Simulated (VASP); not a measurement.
# Bi2TeO3 (P-4m2) in VASP: notebook, part 2 of 2

VASP 6.6.1.

## Step 3: Single point, PBE

This run uses another cell than the first one, of 20.23 Å³/atom.

Input file INCAR:

```
SYSTEM = Bi2TeO3
ALGO     = Normal         ! electronic algorithm
EDIFF    = 1E-7           ! SCF threshold, eV
ENCUT    = 520            ! plane-wave cutoff, eV
GGA      = PE             ! functional
ISIF     = 2              ! what is computed and relaxed
ISMEAR   = 0              ! smearing method
LASPH    = .TRUE.         ! aspherical terms in the spheres
LCHARG   = .FALSE.        ! write CHGCAR
LREAL    = .FALSE.        ! projectors in reciprocal space
LWAVE    = .FALSE.        ! write WAVECAR
NBANDS   = 36             ! bands
NELM     = 100            ! most SCF steps
PREC     = Accurate       ! precision mode
SIGMA    = 0.1            ! smearing width, eV
```

Input file KPOINTS:

```
k-points
0
G
  4 4 2
  0 0 0
```

Input file POSCAR:

```
Bi2TeO3
1.0
    3.8054472100      0.0000000000      0.0000000000
    0.0000000000      3.8054472100      0.0000000000
    0.0000000000      0.0000000000      8.3834782100
Bi Te O
2 1 3
Direct
    0.0000000000      0.5000000000      0.7376120100
    0.5000000000      0.0000000000      0.2623879900
    0.0000000000      0.0000000000      0.0000000000
    0.5000000000      0.5000000000      0.0000000000
    0.0000000000      0.5000000000      0.3786259900
    0.5000000000      0.0000000000      0.6213740100
```

Potentials or basis: VASP PAW PBE potentials, release 64 (Bi_d, Te, O).

Started as:

```bash
$ cat potpaw_PBE.64/Bi_d/POTCAR potpaw_PBE.64/Te/POTCAR potpaw_PBE.64/O/POTCAR > POTCAR
$ mpirun -np 1 vasp_std > vasp.out
```

OUTCAR:

```text
SYSTEM = Bi2TeO3
   EDIFF = 1E-7
   ENCUT = 520
   GGA = PE
   ISIF = 2
   ISMEAR = 0
   LASPH = .TRUE.
   LREAL = .FALSE.
   NELM = 100
   PREC = Accurate

 ion  position               nearest neighbor table
   1  0.000  0.500  0.738-   6 2.86   6 2.86   6 2.86   6 2.86   4 2.91   4 2.91   3 2.91   3 2.91

   2  0.500  0.000  0.262-   5 2.86   5 2.86   5 2.86   5 2.86   4 2.91   3 2.91   3 2.91   4 2.91

   3  0.000  0.000  0.000-   4 2.69   4 2.69   4 2.69   4 2.69   2 2.91   2 2.91   1 2.91   1 2.91

   4  0.500  0.500  0.000-   3 2.69   3 2.69   3 2.69   3 2.69   2 2.91   1 2.91   1 2.91   2 2.91

   5  0.000  0.500  0.379-   2 2.86   2 2.86   2 2.86   2 2.86
   6  0.500  0.000  0.621-   1 2.86   1 2.86   1 2.86   1 2.86

  LATTYP: Found a simple tetragonal cell.
 ALAT       =     3.8054472100
 C/A-ratio  =     2.2030204986

  Lattice vectors:

 A1 = (   3.8054472100,   0.0000000000,   0.0000000000)
 A2 = (   0.0000000000,   3.8054472100,   0.0000000000)
 A3 = (   0.0000000000,   0.0000000000,   8.3834782100)

Analysis of symmetry for initial positions (statically):
=====================================================================
[... 171 lines left out ...]
 fundamental gap:      0.1291507296
 Fermi energy:         5.4238833745

 k-point     1 :       0.0000    0.0000    0.0000
  band No.  band energies     occupation
      1     -17.7718      2.00000
      2     -17.7679      2.00000
      3     -17.7248      2.00000
      4     -17.7217      2.00000
      5     -17.7186      2.00000
      6     -17.7186      2.00000
[... 457 lines left out ...]
     35      13.2734      0.00000
     36      13.2734      0.00000

------------------------ aborting loop because EDIFF is reached ----------------------------------------

  FORCE on cell =-STRESS in cart. coord.  units (eV):
  Direction    XX          YY          ZZ          XY          YZ          ZX
  --------------------------------------------------------------------------------------
  -------------------------------------------------------------------------------------
  Total       -7.4991118     -7.4991118     -1.1590268      0.0000000      0.0000000      0.0000000
  in kB      -98.9657151    -98.9657151    -15.2956673      0.0000000      0.0000000      0.0000000
  external PRESSURE =     -71.0756992 kB  Pullay stress =       0.0000000 kB

 VOLUME and BASIS-vectors are now :
 -----------------------------------------------------------------------------
  energy-cutoff  :      520.00
  volume of cell :      121.40
      direct lattice vectors                 reciprocal lattice vectors
     3.805447210  0.000000000  0.000000000     0.262781204  0.000000000  0.000000000
     0.000000000  3.805447210  0.000000000     0.000000000  0.262781204  0.000000000
     0.000000000  0.000000000  8.383478210     0.000000000  0.000000000  0.119282233

 POSITION                                       TOTAL-FORCE (eV/Angst)
 -----------------------------------------------------------------------------------
      0.00000      1.90272      6.18375         0.000000      0.000000     -4.099507
      1.90272      0.00000      2.19972        -0.000000     -0.000000      4.099507
      0.00000      0.00000      0.00000         0.000000      0.000000      0.000000
      1.90272      1.90272      0.00000         0.000000     -0.000000      0.000000
      0.00000      1.90272      3.17420         0.000000     -0.000000     -1.236686
      1.90272      0.00000      5.20928         0.000000      0.000000      1.236686
 -----------------------------------------------------------------------------------
    total drift:                                0.000000      0.000000     -0.000000

  FREE ENERGIE OF THE ION-ELECTRON SYSTEM (eV)
  ---------------------------------------------------
  free  energy   TOTEN  =       -26.0478497811 eV

  energy  without entropy=      -26.0336631174  energy(sigma->0) =      -26.04075645
```

Wall time 54 s (1 thread of Intel Xeon Platinum 8259CL at 2.50GHz (Skylake/Cascade Lake), shared host); peak memory 0.23 GiB.

Results:

```
Free energy            : -26.0478 eV
Pressure               : -7.1 GPa
Largest force          : 4.100 eV/Å
Band gap on the k mesh : zero (bands 27 and 28 overlap by 1.41 eV)
```

Forces in eV/Å, atoms in the order of the input:
```
Bi   0.000  0.000 -4.100
Bi   0.000  0.000  4.100
Te   0.000  0.000  0.000
O    0.000  0.000  0.000
O    0.000  0.000 -1.237
O    0.000  0.000  1.237
```

Stress tensor (GPa, compression positive):
```
-9.90  0.00  0.00
 0.00 -9.90  0.00
 0.00  0.00 -1.53
```

Levels at points of the mesh, in eV from the Fermi level:
```
           k point  band 23  band 24  band 25  band 26  band 27  band 28  band 29  band 30  band 31  band 32
(0.00, 0.00, 0.00)    -1.40    -1.27    -1.27    -0.46     0.93     0.93     2.23     2.90     3.05     3.05
(0.50, 0.00, 0.00)    -1.26    -1.09    -0.89    -0.78    -0.56    -0.41     1.08     2.11     3.04     3.32
(0.50, 0.50, 0.00)    -1.63    -1.06    -1.06    -0.85     0.89     0.89     1.85     2.29     2.52     2.52
(0.00, 0.00, 0.50)    -1.16    -1.16    -0.80    -0.49     0.93     0.93     2.27     2.33     3.18     3.18
(0.50, 0.00, 0.50)    -1.19    -1.09    -0.89    -0.87    -0.51    -0.47     1.07     1.56     3.05     3.37
(0.50, 0.50, 0.50)    -2.13    -1.48    -1.32    -1.32     0.81     0.81     1.90     2.28     2.82     3.16
```

Caveat: the k points lie up to 0.41 Å⁻¹ apart, too coarse for converged energies and pressures of a metal; spin-orbit coupling is left out, which moves the levels of the heavy elements; forces of over 1 eV/Å act on the atoms, so gaps and moduli don't describe the material at rest.

## Step 4: Single point, PBE

Input file INCAR:

```
SYSTEM = Bi2TeO3
ALGO = Normal ; EDIFF = 1E-6
ENCUT = 520 ; GGA = PE
ISIF = 2 ; ISMEAR = 0
LASPH = .TRUE. ; LCHARG = .FALSE.
LREAL = .FALSE. ; LWAVE = .FALSE.
NBANDS = 36 ; NELM = 100
PREC = Accurate ; SIGMA = 0.1
```

Input file KPOINTS:

```
k-points
0
G
  6 6 2
  0 0 0
```

Input file POSCAR:

```
Bi2TeO3
1.0
    3.5144746113      0.0000000000      0.0000000000
    0.0000000000      3.5144746113      0.0000000000
    0.0000000000      0.0000000000      8.7181931148
Bi Te O
2 1 3
Direct
    0.0000000000      0.5000000000      0.6658842232
    0.5000000000      0.0000000000      0.3341157768
    0.0000000000      0.0000000000      0.0000000000
    0.5000000000      0.5000000000      0.0000000000
    0.0000000000      0.5000000000      0.3997602667
    0.5000000000      0.0000000000      0.6002397333
```

Started as:

```bash
$ cat potpaw_PBE.64/Bi_d/POTCAR potpaw_PBE.64/Te/POTCAR potpaw_PBE.64/O/POTCAR > POTCAR
$ mpirun -np 1 vasp_std > vasp.out
```

Wall time 79 s (1 thread of Intel Xeon Platinum 8259CL at 2.50GHz (Skylake/Cascade Lake), shared host); peak memory 0.26 GiB.

It converged, with:

- Free energy: -29.2479 eV
- Pressure: 0.1 GPa
- Largest force: 0.016 eV/Å
- Band gap on the k mesh: zero (bands 27 and 28 overlap by 2.21 eV)

Forces in eV/Å, atoms in the order of the input:
```
Bi   0.000  0.000  0.006
Bi   0.000  0.000 -0.006
Te   0.000  0.000  0.000
O    0.000  0.000  0.000
O    0.000  0.000 -0.016
O    0.000  0.000  0.016
```

Stress tensor (GPa, compression positive):
```
-0.07  0.00  0.00
 0.00 -0.07  0.00
 0.00  0.00  0.32
```

Levels at points of the mesh, in eV from the Fermi level:
```
           k point  band 25  band 26  band 27  band 28  band 29  band 30
(0.00, 0.00, 0.00)    -2.79    -1.02     1.37     2.68     2.68     2.83
(0.50, 0.00, 0.00)    -2.43    -2.08    -2.03    -0.81    -0.11     0.40
(0.50, 0.50, 0.00)    -3.04    -2.13     1.38     1.38     1.55     1.69
(0.00, 0.00, 0.50)    -3.06    -0.80     0.39     2.58     2.58     2.74
(0.50, 0.00, 0.50)    -2.43    -2.14    -1.99    -0.83    -0.48     0.38
(0.50, 0.50, 0.50)    -3.08    -2.23     1.20     1.22     1.38     1.38
```

Caveat: the k points lie up to 0.36 Å⁻¹ apart, too coarse for converged energies and pressures of a metal; spin-orbit coupling is left out, which moves the levels of the heavy elements.

## Step 5: Relaxation of cell and atoms, PBE

This run uses another cell than the first one, of 20.23 Å³/atom.

Input file INCAR:

```
  ALGO = Normal
  EDIFF = 1E-6
  EDIFFG = -0.04
  ENCUT = 600
  GGA = PE
  IBRION = 2
  ISIF = 3
  ISMEAR = 0
  LASPH = True
  LCHARG = False
  LREAL = False
  LWAVE = False
  NELM = 60
  NSW = 90
  PREC = Accurate
  SIGMA = 0.1
```

Input file KPOINTS:

```
k-points
0
Gamma
  4 4 2
```

Input file POSCAR:

```
Bi2TeO3
1.0
    3.8054472100      0.0000000000      0.0000000000
    0.0000000000      3.8054472100      0.0000000000
    0.0000000000      0.0000000000      8.3834782100
Bi Te O
2 1 3
Direct
    0.0000000000      0.5000000000      0.7376120100
    0.5000000000      0.0000000000      0.2623879900
    0.0000000000      0.0000000000      0.0000000000
    0.5000000000      0.5000000000      0.0000000000
    0.0000000000      0.5000000000      0.3786259900
    0.5000000000      0.0000000000      0.6213740100
```

Started as:

```bash
$ cat potpaw_PBE.64/Bi_d/POTCAR potpaw_PBE.64/Te/POTCAR potpaw_PBE.64/O/POTCAR > POTCAR
$ mpirun -np 1 vasp_std > vasp.out
```

Run time: 14 min. Hardware: 1 thread of Intel Xeon Platinum 8259CL at 2.50GHz (Skylake/Cascade Lake), shared host; peak memory 0.3 GiB.

Results (log left out):

- Free energy: -29.2816 eV
- Relaxed volume: 17.85 Å³/atom
- Relaxed cell: a = 3.513 Å, b = 3.513 Å, c = 8.679 Å, α = 90.00°, β = 90.00°, γ = 90.00°
- Space group after relaxing (to 0.1 Å): P-4m2 (No. 115)
- Energy gained by relaxing: 538.5 meV/atom
- Ionic steps: 23
- Pressure after relaxing: 0.0 GPa
- Largest force after relaxing: 0.012 eV/Å
- Band gap on the k mesh: zero (bands 27 and 28 overlap by 2.22 eV)

Forces in eV/Å, atoms in the order of the input:
```
Bi   0.000  0.000  0.001
Bi   0.000  0.000 -0.001
Te   0.000  0.000  0.000
O    0.000  0.000  0.000
O    0.000  0.000 -0.012
O    0.000  0.000  0.012
```

Stress tensor (GPa, compression positive):
```
-0.07  0.00  0.00
 0.00 -0.07  0.00
 0.00  0.00  0.25
```

Step by step:
| step | energy change (eV) | largest force (eV/Å) | pressure (GPa) | volume (Å³) |
| --- | --- | --- | --- | --- |
| 1 | 0.0000 | 4.1000 | -7.13 | 121.40 |
| 2 | -2.1524 | 2.6430 | -1.27 | 106.16 |
| 3 | -2.5287 | 1.9448 | 5.76 | 99.32 |
| 4 | -2.5376 | 1.7182 | 8.41 | 97.45 |
| 5 | -2.9992 | 0.6525 | -1.30 | 105.99 |
| 6 | -2.9998 | 0.6375 | -1.09 | 105.68 |
| 7 | -3.0534 | 0.6391 | 0.28 | 104.56 |
| 8 | -3.0950 | 0.5254 | 4.20 | 101.99 |
| 9 | -3.0986 | 0.5777 | 3.00 | 102.69 |
| 10 | -3.1229 | 0.5311 | 2.65 | 103.10 |
| 11 | -3.1710 | 0.4324 | 1.88 | 104.36 |
| 12 | -3.1133 | 1.0958 | 1.73 | 106.88 |
| 13 | -3.1785 | 0.5256 | 1.67 | 104.90 |
| 14 | -3.1953 | 0.3454 | 0.58 | 105.79 |
| 15 | -3.2035 | 0.2666 | -0.77 | 106.95 |
| 16 | -3.2098 | 0.2390 | -0.51 | 106.66 |
| 17 | -3.2183 | 0.1632 | 0.31 | 105.78 |
| 18 | -3.2210 | 0.1374 | 0.18 | 106.00 |
| 19 | -3.2249 | 0.1390 | -0.40 | 106.65 |
| 20 | -3.2271 | 0.0838 | -0.01 | 106.40 |
| 21 | -3.2276 | 0.0432 | 0.29 | 106.23 |
| 22 | -3.2289 | 0.0334 | 0.22 | 106.45 |
| 23 | -3.2311 | 0.0119 | 0.04 | 107.11 |

Final structure:
```yaml
crystal:
  lattice:
    - [3.51313, 0.00000, 0.00000]
    - [0.00000, 3.51313, 0.00000]
    - [0.00000, 0.00000, 8.67850]
  atoms:
    - { symbol: Bi, position: [0.00000, 0.50000, 0.66672] }
    - { symbol: Bi, position: [0.50000, 0.00000, 0.33328] }
    - { symbol: Te, position: [0.00000, 0.00000, 0.00000] }
    - { symbol: O, position: [0.50000, 0.50000, 0.00000] }
    - { symbol: O, position: [0.00000, 0.50000, 0.39881] }
    - { symbol: O, position: [0.50000, 0.00000, 0.60119] }
```

Levels at points of the mesh, in eV from the Fermi level:
| k point | band 22 | band 23 | band 24 | band 25 | band 26 | band 27 | band 28 | band 29 | band 30 | band 31 |
| --- | --- | --- | --- | --- | --- | --- | --- | --- | --- | --- |
| (0.00, 0.00, 0.00) | -4.88 | -4.24 | -4.24 | -2.78 | -1.11 | 1.40 | 2.59 | 2.59 | 2.86 | 3.65 |
| (0.50, 0.00, 0.00) | -4.04 | -3.74 | -3.06 | -2.45 | -2.16 | -2.08 | -0.81 | -0.07 | 0.29 | 2.58 |
| (0.50, 0.50, 0.00) | -5.93 | -4.27 | -4.27 | -3.17 | -2.17 | 1.34 | 1.34 | 1.58 | 1.71 | 1.76 |
| (0.00, 0.00, 0.50) | -4.21 | -4.21 | -4.10 | -3.03 | -0.89 | 0.41 | 2.49 | 2.49 | 2.75 | 4.25 |
| (0.50, 0.00, 0.50) | -3.75 | -3.70 | -3.16 | -2.49 | -2.19 | -2.05 | -0.83 | -0.45 | 0.27 | 2.73 |
| (0.50, 0.50, 0.50) | -5.79 | -4.43 | -4.43 | -3.21 | -2.28 | 1.23 | 1.28 | 1.32 | 1.32 | 2.11 |

Caveat: the k points lie up to 0.45 Å⁻¹ apart in the final cell, too coarse for converged energies and pressures of a metal; spin-orbit coupling is left out, which moves the levels of the heavy elements.

## Step 6: The runs side by side

| task | cell | k mesh | cutoff (eV) | gap on the mesh (eV) | pressure (GPa) | largest force (eV/Å) |
| --- | --- | --- | --- | --- | --- | --- |
| single point | a = 3.514, b = 3.514, c = 8.718 Å, 6 atoms, atomic positions A | 4 × 4 × 2 | 520 | none | -0.2 | 0.02 |
| single point | a = 3.805, b = 3.805, c = 8.383 Å, 6 atoms, atomic positions B | 4 × 4 × 2 | 520 | none | -7.1 | 4.10 |
| single point | a = 3.514, b = 3.514, c = 8.718 Å, 6 atoms, atomic positions A | 6 × 6 × 2 | 520 | none | 0.1 | 0.02 |
| relaxation of cell and atoms | relaxed from a = 3.805, b = 3.805, c = 8.383 Å, 6 atoms, atomic positions B | 4 × 4 × 2 | 600 | none | 0.0 | 0.01 |

Alike in all rows: level PBE; potentials or basis VASP PAW PBE potentials, release 64 (Bi_d, Te, O); no spin polarisation; smearing gaussian 0.1 eV.

Caveats: all runs use coarse meshes; spin-orbit coupling is left out, which moves the levels of the heavy elements; forces of over 1 eV/Å act on the atoms, so gaps and moduli don't describe the material at rest (at least some runs).

Total energies depend on the potentials used, so only differences within one code and one set of settings carry meaning.

The gap in the log of VASP goes by the Fermi energy; the results here count the filled bands.